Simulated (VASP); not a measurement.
Set up this calculation in VASP 6.6.1, as the native input.

```yaml
Task: single point
Functional: PBE
Dispersion: D3(BJ)
Potentials_or_basis: VASP PAW PBE potentials, release 64 (Li_sv, Nb_sv, O)
Cutoff: 520 eV
k_mesh: 6 × 6 × 6
Occupations: gaussian, width 0.1 eV
Spin: no spin polarisation
Dipole_correction: no
Further_INCAR_settings: ALGO = Normal; EDIFF = 1e-07; NBANDS = 42
```

The structure of LiNb2O6 lies in POSCAR:

```
LiNb2O6
1.0
    2.6107659160      1.5073264044      4.6528577822
   -2.6107659160      1.5073264044      4.6528577822
    0.0000000000     -3.0146528088      4.6528577821
Li Nb O
1 2 6
Direct
    0.2802709386      0.2802709386      0.2802709386
   -0.0101700825     -0.0101700825     -0.0101700825
    0.4995591611      0.4995591611      0.4995591611
    0.1615659262      0.3102260311      0.7206955398
    0.7206955398      0.1615659262      0.3102260311
    0.3102260311      0.7206955398      0.1615659262
    0.2315898900      0.8627198718      0.6054005487
    0.8627198718      0.6054005487      0.2315898900
    0.6054005487      0.2315898900      0.8627198718
```

This cell differs from its parent crystal: atoms taken out, then relaxed in part.

These files were run (other wordings do the same):

INCAR

```
SYSTEM = LiNb2O6
  ALGO = Normal
  EDIFF = 1E-7
  ENCUT = 520
  GGA = PE
  ISIF = 2
  ISMEAR = 0
  IVDW = 12
  LASPH = .True.
  LCHARG = .True.
  LELF = .True.
  LREAL = .False.
  LVHAR = .True.
  LWAVE = .False.
  NBANDS = 42
  NELM = 80
  PREC = Accurate
  SIGMA = 0.1
```

KPOINTS

```
k-points
0
Gamma
  6 6 6
  0 0 0
```

Potentials or basis: VASP PAW PBE potentials, release 64 (Li_sv, Nb_sv, O).

The run is started by

```console
$ cat potpaw_PBE.64/Li_sv/POTCAR potpaw_PBE.64/Nb_sv/POTCAR potpaw_PBE.64/O/POTCAR > POTCAR
$ mpirun -np 1 vasp_std > vasp.out
```

Results of the run:

- Largest force: 0.036 eV/Å
- Band gap on the k mesh: zero (an odd number of electrons rules out a gap without spin polarisation)
- Dispersion energy per atom: -0.191 eV

Caveat: the cell differs from its parent crystal (atoms taken out, then relaxed in part); an odd number of electrons without spin polarisation forces a metal; a magnetic or distorted state may lie lower.

Wall time 7.5 min on 1 thread of Intel Xeon 8259CL (shared host), peak memory 0.35 GiB.
